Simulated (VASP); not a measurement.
The system is NaHgSe3.

```
Na Hg Se
1.0
     5.18275    0.00000    0.00000
     0.00000    5.18275    0.00000
     0.00000    0.00000    5.18275
Na Hg Se
1 1 3
Direct
  0.50000 0.50000 0.50000
  0.00000 0.00000 0.00000
  0.50000 0.00000 0.00000
  0.00000 0.50000 0.00000
  0.00000 0.00000 0.50000
```

```yaml
Program: VASP 6.6.1
Task: relaxation of cell and atoms
Functional: PBE
Potentials_or_basis: VASP PAW PBE potentials, release 64 (Na_pv, Hg, Se)
Cutoff: 600 eV
k_mesh: 8 × 8 × 8
Occupations: gaussian, width 0.1 eV
Spin: no spin polarisation
```

At the start: pressure 4.0 GPa; volume 27.84 Å³/atom.

Question: Where does the relaxation end?

Answer: Over 3 steps the energy falls by 29.7 meV/atom and the volume is 30.47 Å³/atom (+9.4 %); space group Pm-3m (No. 221, to 0.1 Å) before and after.

Step by step:
| step | energy change (eV) | largest force (eV/Å) | pressure (GPa) | volume (Å³) |
| --- | --- | --- | --- | --- |
| 1 | 0.0000 | 0.0000 | 3.96 | 139.21 |
| 2 | -0.1475 | 0.0000 | -0.25 | 153.54 |
| 3 | -0.1484 | 0.0000 | 0.01 | 152.36 |

Final structure:
```
Na Hg Se
1.0
     5.34105    0.00000    0.00000
     0.00000    5.34105    0.00000
     0.00000    0.00000    5.34105
Na Hg Se
1 1 3
Direct
  0.50000 0.50000 0.50000
  0.00000 0.00000 0.00000
  0.50000 0.00000 0.00000
  0.00000 0.50000 0.00000
  0.00000 0.00000 0.50000
```
